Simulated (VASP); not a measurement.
Wanted: the native input for a VASP 6.6.1 run.

```yaml
Task: single point
Functional: PBEsol
Potentials_or_basis: VASP PAW PBE potentials, release 64 (Mg, Rh_pv)
Cutoff: 520 eV
k_mesh: 12 × 12 × 12
Occupations: fermi-dirac, width 0.05 eV
Spin: no spin polarisation
Dipole_correction: no
Further_INCAR_settings: ALGO = Normal; EDIFF = 1e-06; NBANDS = 16
```

The structure of MgRh lies in POSCAR:

```
MgRh
1.0
    3.0992000000      0.0000000000      0.0000000000
    0.0000000000      3.0992000000      0.0000000000
    0.0000000000      0.0000000000      3.0992000000
Mg Rh
1 1
Direct
    0.0000000000      0.0000000000      0.0000000000
    0.5000000000      0.5000000000      0.5000000000
```

These files were run (other wordings do the same):

INCAR

```
SYSTEM = MgRh
ALGO = Normal
EDIFF = 1E-6
ENCUT = 520
GGA = PS
ISIF = 2
ISMEAR = -1
LASPH = .TRUE.
LCHARG = .TRUE.
LELF = .TRUE.
LREAL = .FALSE.
LVHAR = .TRUE.
LWAVE = .FALSE.
NBANDS = 16
NELM = 100
PREC = Accurate
SIGMA = 0.05
```

KPOINTS

```
k-points
0
G
  12 12 12
  0 0 0
```

Potentials or basis: VASP PAW PBE potentials, release 64 (Mg, Rh_pv).

Command:

```bash
$ cat potpaw_PBE.64/Mg/POTCAR potpaw_PBE.64/Rh_pv/POTCAR > POTCAR
$ mpirun -np 1 vasp_std > vasp.out
```

It gave:

The pressure is -1.9 GPa.

Caveat: the PAW data sets were made with another functional, which shifts forces and pressure a little.

Run time: 36 s on 1 thread of AMD EPYC 7R13, with other jobs on the host, peak memory 0.17 GiB.
